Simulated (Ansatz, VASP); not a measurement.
# One calculation of Si, two programs

```
Si
1.0
    -1.63225    1.68877    1.16667
     1.73080   -1.69330    1.29369
     1.62460    1.68565   -1.17225
Si
1
Direct
  0.00000 0.00000 0.00000
```

Alike in both runs: task relaxation of cell and atoms; functional PBEsol; k mesh 13 × 13 × 11; occupations fermi-dirac, width 0.05 eV; no spin polarisation.

```csv
,VASP,Ansatz
version,VASP 6.6.1,Ansatz 0.2.0
potentials or method,"VASP PAW PBE potentials, release 64 (Si)",Ansatz PAW
plane-wave cutoff (eV),600,420
valence electrons in the cell,4,4
```

Ansatz gave:

```
gap on the k mesh at the Fermi level, each at its own relaxed structure (eV) : none
relaxed volume (Å³/atom)                                                     : 14.17
relaxed cell length with the largest relative difference (Å)                 : 2.730
```

Task: What did VASP give for the same quantities?

Result: gap on the k mesh at the Fermi level, each at its own relaxed structure (eV): none; relaxed volume (Å³/atom): 14.27; relaxed cell length with the largest relative difference (Å): 2.797.

VASP's potentials were made for PBE, not for PBEsol. A gap of «none» marks a metal or a gap that the smearing closes.

Noted on Ansatz's run: the plane-wave basis is chosen anew once the cell has moved, so the energies of steps on either side of that aren't comparable.
